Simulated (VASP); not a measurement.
# Ta8HN8 (a cell with a defect) in VASP: single point with PBE

Aim: the single point of Ta8HN8 (a cell with a defect) with PBE.

Everything below comes from runs of VASP 6.6.1. Logs are shortened: lines on timing, memory, paths and dates and some standing lists are left out, and cuts for length are marked.

## Step 1: The cell of the first run

The cell holds a defect, 17 atoms: a = 5.834 Å, b = 5.834 Å, c = 5.915 Å, α = 90.00°, β = 90.00°, γ = 120.00°.

## Step 2: Single point, PBE

Contents of INCAR:

```
SYSTEM = Ta8HN8
PREC = Accurate
ENCUT = 520
EDIFF = 1E-6
ISMEAR = 0
SIGMA = 0.1
LREAL = Auto
LASPH = .TRUE.
NELM = 60
ALGO = Fast
ISIF = 2
LWAVE = .FALSE.
LCHARG = .FALSE.
GGA = PE
NBANDS = 78
```

Contents of KPOINTS:

```
Automatic mesh
0
Gamma
  5 5 4
  0 0 0.5
```

Contents of POSCAR:

```
Ta8HN8
1.0
    2.9171012907     -5.0525676462      0.0000000000
   -5.8342025813      0.0000000000      0.0000000000
    0.0000000000      0.0000000000     -5.9148455060
Ta N H
8 8 1
Direct
    0.4998040950      0.4996076379     -0.0019912608
    1.0000010596      0.5000010440     -0.0017117945
    0.4998036992      1.0001970166     -0.0019924443
    1.0003941271      1.0001971851     -0.0019932896
    0.4998040950      0.4996076379      0.5019913026
    1.0000010596      0.5000010440      0.5017118363
    0.4998036992      1.0001970166      0.5019924860
    1.0003941271      1.0001971851      0.5019933314
    0.1673022628      0.3327012766      0.7499999781
    0.6654000966      0.3327009053      0.7499999781
    0.1673016690      0.8346012753      0.7499999781
    0.6666667793      0.8333333398      0.7499999781
    0.3333334886      0.1666667443      0.2499999363
    0.8365540644      0.1731065946      0.2499999363
    0.3268955738      0.6634482513      0.2499999363
    0.8365540644      0.6634484982      0.2499999363
    0.6666778628      0.8333474517      0.2499999363
```

Potentials or basis: VASP PAW PBE potentials, release 64 (Ta_pv, N, H).

Run with:

```
$ cat potpaw_PBE.64/Ta_pv/POTCAR potpaw_PBE.64/N/POTCAR potpaw_PBE.64/H/POTCAR > POTCAR
$ mpirun -np 1 vasp_std > vasp.out
```

OUTCAR:

```text
SYSTEM = Ta8HN8
   PREC = Accurate
   ENCUT = 520
   EDIFF = 1E-6
   ISMEAR = 0
   LREAL = Auto
   LASPH = .TRUE.
   NELM = 60
   ISIF = 2
   GGA = PE

 ion  position               nearest neighbor table
   1  0.500  0.500  0.998-   9 2.23  10 2.23  12 2.23  13 2.25  15 2.26  16 2.26   4 2.91   3 2.91
                             2 2.92   2 2.92   3 2.92   4 2.92   5 2.93   5 2.98
   2  0.000  0.500  0.998-  14 2.22  16 2.22  15 2.22  11 2.24  10 2.24   9 2.24   3 2.92   4 2.92
                             1 2.92   1 2.92   4 2.92   3 2.92   6 2.94   6 2.98
   3  0.500  0.000  0.998-  11 2.23  10 2.23  12 2.23  13 2.25  15 2.26  14 2.26   4 2.91   1 2.91
                             2 2.92   2 2.92   1 2.92   4 2.92   7 2.93   7 2.98
   4  0.000  0.000  0.998-  11 2.23   9 2.23  12 2.23  13 2.25  16 2.26  14 2.26   3 2.91   1 2.91
                             2 2.92   2 2.92   1 2.92   3 2.92   8 2.93   8 2.98
   5  0.500  0.500  0.502-   9 2.23  10 2.23  12 2.23  13 2.25  15 2.26  16 2.26   8 2.91   7 2.91
                             6 2.92   6 2.92   7 2.92   8 2.92   1 2.93   1 2.98
   6  0.000  0.500  0.502-  14 2.22  16 2.22  15 2.22  11 2.24  10 2.24   9 2.24   7 2.92   8 2.92
                             5 2.92   5 2.92   8 2.92   7 2.92   2 2.94   2 2.98
   7  0.500  0.000  0.502-  11 2.23  10 2.23  12 2.23  13 2.25  15 2.26  14 2.26   8 2.91   5 2.91
                             6 2.92   6 2.92   5 2.92   8 2.92   3 2.93   3 2.98
   8  0.000  0.000  0.502-  11 2.23   9 2.23  12 2.23  13 2.25  16 2.26  14 2.26   7 2.91   5 2.91
                             6 2.92   6 2.92   5 2.92   7 2.92   4 2.93   4 2.98
   9  0.167  0.333  0.750-   5 2.23   1 2.23   8 2.23   4 2.23   6 2.24   2 2.24
  10  0.665  0.333  0.750-   7 2.23   5 2.23   3 2.23   1 2.23   6 2.24   2 2.24
  11  0.167  0.835  0.750-   7 2.23   3 2.23   8 2.23   4 2.23   6 2.24   2 2.24
  12  0.667  0.833  0.750-   8 2.23   4 2.23   7 2.23   3 2.23   5 2.23   1 2.23
  13  0.333  0.167  0.250-   1 2.25   5 2.25   3 2.25   7 2.25   4 2.25   8 2.25
  14  0.837  0.173  0.250-   2 2.22   6 2.22   4 2.26   3 2.26   8 2.26   7 2.26
  15  0.327  0.663  0.250-   2 2.22   6 2.22   1 2.26   5 2.26   3 2.26   7 2.26
  16  0.837  0.663  0.250-   2 2.22   6 2.22   1 2.26   5 2.26   4 2.26   8 2.26
  17  0.667  0.833  0.250-

  LATTYP: Found a hexagonal cell.
 ALAT       =     5.8342025813
 C/A-ratio  =     1.0138224416

  Lattice vectors:

 A1 = (   2.9171012907,  -5.0525676462,   0.0000000000)
 A2 = (  -5.8342025813,   0.0000000000,   0.0000000000)
 A3 = (   0.0000000000,   0.0000000000,  -5.9148455060)

Analysis of symmetry for initial positions (statically):
=====================================================================
 Subroutine PRICEL returns:
 Original cell was already a primitive cell.

 Routine SETGRP: Setting up the symmetry group for a
 hexagonal supercell.

 Subroutine GETGRP returns: Found  4 space group operations
 (whereof  1 operations were pure point group operations)
 out of a pool of 24 trial point group operations.

The static configuration has the point symmetry C_1 .
 The point group associated with its full space group is C_2v.

Analysis of symmetry for dynamics (positions and initial velocities):
=====================================================================
 Subroutine PRICEL returns:
 Original cell was already a primitive cell.

 Routine SETGRP: Setting up the symmetry group for a
 hexagonal supercell.

 Subroutine GETGRP returns: Found  4 space group operations
 (whereof  1 operations were pure point group operations)
 out of a pool of 24 trial point group operations.

The dynamic configuration has the point symmetry C_1 .
 The point group associated with its full space group is C_2v.

 Subroutine INISYM returns: Found  4 space group operations
 (whereof  1 operations are pure point group operations),
 and found     1 'primitive' translations

----------------------------------------------------------------------------------------

                                     Primitive cell

  volume of cell :     174.3561

  direct lattice vectors                    reciprocal lattice vectors
     2.917101291 -5.052567646  0.000000000     0.000000000 -0.197919171  0.000000000
    -5.834202581  0.000000000  0.000000000    -0.171403030 -0.098959586  0.000000000
     0.000000000  0.000000000 -5.914845506     0.000000000  0.000000000 -0.169066123

  length of vectors
     5.834202581  5.834202581  5.914845506     0.197919171  0.197919171  0.169066123

  position of ions in fractional coordinates (direct lattice)
     0.499804095  0.499607638  0.998008739
     0.000001060  0.500001044  0.998288206
     0.499803699  0.000197017  0.998007556
     0.000394127  0.000197185  0.998006710
     0.499804095  0.499607638  0.501991303
     0.000001060  0.500001044  0.501711836
[... 9 lines left out ...]
     0.836554064  0.663448498  0.249999936
     0.666677863  0.833347452  0.249999936

  ion indices of the primitive-cell ions
   primitive index   ion index
                 1           1
                 2           2
                 3           3
                 4           4
                 5           5
                 6           6
[... 9 lines left out ...]
                16          16
                17          17

----------------------------------------------------------------------------------------

 KPOINTS: Automatic mesh

Automatic generation of k-mesh.
 Grid dimensions read from file:
 generate k-points for:    5    5    4

 Generating k-lattice:

  Cartesian coordinates                     Fractional coordinates (reciprocal lattice)
     0.000000000 -0.039583834  0.000000000     0.200000000  0.000000000  0.000000000
    -0.034280606 -0.019791917  0.000000000     0.000000000  0.200000000  0.000000000
     0.000000000  0.000000000 -0.042266531     0.000000000  0.000000000  0.250000000

  Length of vectors
     0.039583834  0.039583834  0.042266531

  Shift w.r.t. Gamma in fractional coordinates (k-lattice)
     0.000000000  0.000000000  0.500000000

 Subroutine IBZKPT returns following result:
 ===========================================

 Found     18 irreducible k-points:

 Following reciprocal coordinates:
            Coordinates               Weight
  0.000000  0.000000  0.125000      2.000000
  0.200000  0.000000  0.125000      8.000000
  0.000000  0.200000  0.125000      4.000000
  0.400000  0.000000  0.125000      8.000000
  0.000000  0.400000  0.125000      4.000000
  0.200000  0.200000  0.125000      8.000000
[... 10 lines left out ...]
  0.400000  0.200000  0.375000      8.000000
 -0.200000 -0.400000  0.375000      4.000000
   k-points           NKPTS =     18   k-points in BZ     NKDIM =     18   number of bands    NBANDS=     78
   number of dos      NEDOS =    301   number of ions     NIONS =     17
   total plane-waves  NPLWV = 110592
   dimension x,y,z NGX =    48 NGY =   48 NGZ =   48
   dimension x,y,z NGXF=    96 NGYF=   96 NGZF=   96
   ions per type =               8   8   1
   NGX,Y,Z   is equivalent  to a cutoff of  13.68, 13.68, 13.49 a.u.
   NGXF,Y,Z  is equivalent  to a cutoff of  27.36, 27.36, 26.98 a.u.
 SYSTEM =  Ta8HN8
   PREC   = accura    normal or accurate (medium, high low for compatibility)
   ISTART =      0    job   : 0-new  1-cont  2-samecut
   ICHARG =      2    charge: 1-file 2-atom 10-const
   ISPIN  =      1    spin polarized calculation?
   LNONCOLLINEAR =      F non collinear calculations
   LSORBIT =      F    spin-orbit coupling
   LASPH  =      T    aspherical Exc in radial PAW
   ENCUT  =  520.0 eV  38.22 Ry    6.18 a.u.  10.85 10.85 11.00*2*pi/ulx,y,z
   NELM   =     60;   NELMIN=  2; NELMDL= -5     # of ELM steps
   EDIFF  = 0.1E-05   stopping-criterion for ELM
   LREAL  =      T    real-space projection
   EDIFFG = 0.1E-04   stopping-criterion for IOM
   NSW    =      0    number of steps for IOM
[... 5 lines left out ...]
   TEBEG  =    0.0;   TEEND  =   0.0 temperature during run
   PSTRESS=    0.0 pullay stress
   NELECT =     129.0000    total number of electrons
   NUPDOWN=      -1.0000    fix difference up-down
   EMIN   =  10.00;   EMAX   =-10.00  energy-range for DOS
   EFERMI =   0.00;   METHOD = LEGACY
   ISMEAR =     0;   SIGMA  =   0.10  broadening in eV -4-tet -1-fermi 0-gaus
   EFERMI_NEDOS =   21; number of points for ismear=-14 and -15
   IALGO  =     68    algorithm
   IMIX   =      4    mixing-type and parameters
     AMIX     =   0.40;   BMIX     =  1.00
     AMIX_MAG =   1.60;   BMIX_MAG =  1.00
  volume/ion in A,a.u.               =      10.26        69.21
  Fermi-wavevector in a.u.,A,eV,Ry     =   1.480673  2.798066 29.829297  2.192391
  Thomas-Fermi vector in A             =   2.594678
   LORBIT       =      0    0 simple, 1 ext, 2 COOP (PROOUT), +10 PAW based schemes
   GGA     = PE    functional components
   LHFCALC =     F    Hartree Fock is set to
   AEXX    =    0.0000 exact exchange contribution
   IVDW    =     0    specifies the selected vdW correction
   LEPSILON=     F    determine dielectric tensor
   LRPA    =     F    only Hartree local field effects (RPA)
 non-spin polarized calculation
 RMM-DIIS sequential band-by-band and
 Gauss-broadening in eV      SIGMA  =   0.10
  energy-cutoff  :      520.00
  volume of cell :      174.36
 maximum number of plane-waves:      4712
 NGX is ok and might be reduce to    48
   NGX = 21   NGY = 21   NGZ = 21

 number of electron     129.0000012 magnetization

 Free energy of the ion-electron system (eV)
  ---------------------------------------------------
  ext. energy  EPLUGINS =         0.00000000
  ---------------------------------------------------
  free energy    TOTEN  =      -176.77643564 eV

  energy without entropy =     -176.75139373  energy(sigma->0) =     -176.76391468

 E-fermi :   8.4457     XC(G=0): -13.3515

 val. band max:        8.4022088027   @ k =   0.4000   0.2000   0.3750
 cond. band min:       8.4639785278   @ k =  -0.2000  -0.4000   0.1250
 fundamental gap:      0.0617697251
 Fermi energy:         8.4457469918

 k-point     1 :       0.0000    0.0000    0.1250
  band No.  band energies     occupation
      1     -27.3713      2.00000
      2     -27.3475      2.00000
      3     -27.3475      2.00000
      4     -27.2748      2.00000
      5     -27.2263      2.00000
      6     -27.2168      2.00000
[... 68 lines left out ...]
     75      12.1857      0.00000
     76      12.1968      0.00000
[... 1341 lines left out ...]
     75      11.2918      0.00000
     76      11.3695      0.00000
 [bands above 76 left out]

------------------------ aborting loop because EDIFF is reached ----------------------------------------

  FORCE on cell =-STRESS in cart. coord.  units (eV):
  Direction    XX          YY          ZZ          XY          YZ          ZX
  --------------------------------------------------------------------------------------
  -------------------------------------------------------------------------------------
  Total        2.9624888      2.9626475      6.1914257     -0.0001375      0.0000000      0.0000000
  in kB       27.2226404     27.2240995     56.8937030     -0.0012636      0.0000000      0.0000000
  external PRESSURE =      37.1134810 kB  Pullay stress =       0.0000000 kB

 VOLUME and BASIS-vectors are now :
 -----------------------------------------------------------------------------
  energy-cutoff  :      520.00
  volume of cell :      174.36
      direct lattice vectors                 reciprocal lattice vectors
     2.917101291 -5.052567646  0.000000000     0.000000000 -0.197919171  0.000000000
    -5.834202581  0.000000000  0.000000000    -0.171403030 -0.098959586  0.000000000
     0.000000000  0.000000000 -5.914845506     0.000000000  0.000000000 -0.169066123

 POSITION                                       TOTAL-FORCE (eV/Angst)
 -----------------------------------------------------------------------------------
     -1.45683     -2.52529     -5.90307         0.008113      0.004684      0.000958
     -2.91710     -0.00001     -5.90472         0.000026      0.000015      0.017092
      1.45683     -2.52529     -5.90306        -0.008122      0.004681      0.000797
     -0.00000     -0.00199     -5.90306        -0.000007     -0.009374      0.000797
     -1.45683     -2.52529     -2.96920         0.008113      0.004684     -0.000958
     -2.91710     -0.00001     -2.96755         0.000026      0.000015     -0.017092
[... 9 lines left out ...]
     -1.43038     -4.22675     -1.47871        -0.005371      0.003164     -0.000000
     -2.91715     -3.36844     -1.47871        -0.000140     -0.000081     -0.000000
 -----------------------------------------------------------------------------------
    total drift:                                0.070630     -0.121537      0.001271

  FREE ENERGIE OF THE ION-ELECTRON SYSTEM (eV)
  ---------------------------------------------------
  free  energy   TOTEN  =      -176.7764356387 eV

  energy  without entropy=     -176.7513937273  energy(sigma->0) =     -176.76391468
```

It took 13 min on 1 thread of Oxide Virtual Turin-like, shared host; peak memory 0.38 GiB.

What came out:

| Item | Value |
| --- | --- |
| Free energy | -176.7764 eV |
| Pressure | 3.7 GPa |
| Largest force | 0.017 eV/Å |
| Band gap on the k mesh | zero (an odd number of electrons rules out a gap without spin polarisation) |

Forces on the atoms (eV/Å):
```
Ta   0.008  0.005  0.001
Ta   0.000  0.000  0.017
Ta  -0.008  0.005  0.001
Ta   0.000 -0.009  0.001
Ta   0.008  0.005 -0.001
Ta   0.000  0.000 -0.017
Ta  -0.008  0.005 -0.001
Ta   0.000 -0.009 -0.001
N    0.003 -0.002  0.000
N    0.000  0.003  0.000
N   -0.003 -0.002  0.000
N    0.000  0.000  0.000
N    0.000  0.000  0.000
N    0.005  0.003  0.000
N    0.000 -0.006  0.000
N   -0.005  0.003  0.000
H    0.000  0.000  0.000
```

Stress tensor (GPa, compression positive):
```
2.72 0.00 0.00
0.00 2.72 0.00
0.00 0.00 5.69
```

Caveat: spin-orbit coupling is left out, which moves the levels of the heavy elements.

The gap in the log of VASP goes by the Fermi energy; the results here count the filled bands.